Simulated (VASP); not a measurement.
**Fe: electric field gradients with PBE**

Crystal: Fe.

```
Fe
1.0
     0.00000    1.90290    1.96511
     1.46847    0.00000    1.96511
     1.46847    1.90290    0.00000
Fe
1
Direct
  0.00000 0.00000 0.00000
```

This cell differs from its parent crystal: equal xx and yy strain of -2 %.

* Program: VASP 6.6.1
* Task: electric field gradients
* Functional: PBE
* Potentials or basis: VASP PAW PBE potentials, release 64 (Fe)
* Cutoff: 520 eV
* k mesh: 16 × 16 × 16
* Occupations: fermi-dirac, width 0.05 eV
* Spin: collinear spin, ferromagnetic start
* Starting moments: [3.0] μB
* Dipole correction: no
* Further INCAR settings: ALGO = Normal; EDIFF = 1e-08; NBANDS = 14

```
Pressure                                              : 7.4 GPa
Net moment                                            : 2.14 μB per cell
Site moments                                          : Fe +2.13 μB
Largest electric field gradient by atom               : Fe +7.4 V/Å²
Valence electrons inside the program's atomic spheres : Fe 7.34
```

Stress tensor (GPa, compression positive):
```
 1.86  0.00  0.00
 0.00 13.23  0.00
 0.00  0.00  7.23
```

Levels at points of the mesh, in eV from the Fermi level:
Spin up:
| k point | band 1 | band 2 | band 3 | band 4 | band 5 | band 6 | band 7 | band 8 | band 9 | band 10 |
| --- | --- | --- | --- | --- | --- | --- | --- | --- | --- | --- |
| (0.00, 0.00, 0.00) | -8.67 | -2.62 | -2.36 | -2.14 | -1.33 | -0.96 | 24.34 | 25.41 | 26.18 | 30.22 |
| (0.50, 0.00, 0.00) | -5.12 | -3.35 | -1.37 | -0.81 | 0.29 | 0.38 | 7.42 | 19.03 | 21.71 | 24.49 |
| (0.50, 0.50, 0.00) | -5.17 | -3.88 | -0.75 | -0.66 | 0.39 | 0.60 | 7.80 | 17.97 | 19.57 | 23.29 |
| (0.50, 0.00, 0.50) | -5.18 | -3.82 | -0.82 | -0.82 | 0.60 | 1.22 | 8.53 | 17.35 | 18.95 | 22.68 |
| (0.00, 0.50, 0.50) | -5.17 | -4.98 | 0.04 | 0.06 | 0.36 | 8.34 | 11.10 | 11.13 | 15.01 | 16.78 |
Spin down:
```
           k point  band 1  band 2  band 3  band 4  band 5  band 6  band 7
(0.00, 0.00, 0.00)   -8.49   -0.90   -0.49   -0.18    1.28    1.85   24.09
(0.50, 0.00, 0.00)   -3.89   -1.65    0.41    1.15    1.90    2.55    8.76
(0.50, 0.50, 0.00)   -3.90   -2.37    0.74    1.91    2.09    2.58    9.15
(0.50, 0.00, 0.50)   -3.84   -2.20    1.37    1.73    1.91    2.64    9.86
(0.00, 0.50, 0.50)   -3.39   -3.20    2.20    2.25    2.38    8.61   11.38
```

Electric field gradients, principal values (V/Å²):
```
atom   least  middle  greatest (by size)
1 Fe  -3.627  -3.810               7.437
```

It took 4.3 min on 1 thread of Intel Xeon 8259CL (shared host), peak memory 0.25 GiB.

Caveat: the cell differs from its parent crystal (equal xx and yy strain of -2 %); the cell stands under pressure; without QUAD_EFG the Cq values of the log hold for a quadrupole moment of 1 mb, not for the nuclei.
